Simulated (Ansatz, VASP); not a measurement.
## Bi in VASP and in Ansatz

```
Bi
1.0
     2.27300    1.31232    4.03308
    -2.27300    1.31232    4.03308
     0.00000   -2.62463    4.03308
Bi
2
Direct
  0.23389 0.23389 0.23389
  0.76611 0.76611 0.76611
```

Change from the starting cell: zz strain of +2 %.

Alike in both runs: task single point; functional PBEsol; k mesh 10 × 10 × 10; occupations fermi-dirac, width 0.03 eV; no spin polarisation.

```csv
,VASP,Ansatz
version,VASP 6.6.1,Ansatz 0.2.0
potentials or method,"VASP PAW PBE potentials, release 64 (Bi_d), cutoff 520 eV","all-electron LAPW, scalar-relativistic"
```

Ansatz gave:

- pressure (GPa): -1.4
- traceless stress, the component that is largest in VASP (GPa): -0.24
- rms of the force components (eV/Å): 0.005

Problem. What did VASP give for the same quantities?

Solution. Pressure (GPa): -1.5; traceless stress, the component that is largest in VASP (GPa): -0.23; rms of the force components (eV/Å): 0.003.

VASP's potentials were made for PBE, not for PBEsol. Atom by atom the forces differ by 0.003 eV/Å (rms over components). Ansatz ran all-electron here, and VASP with PAW potentials.

Neither program's run includes spin-orbit coupling.
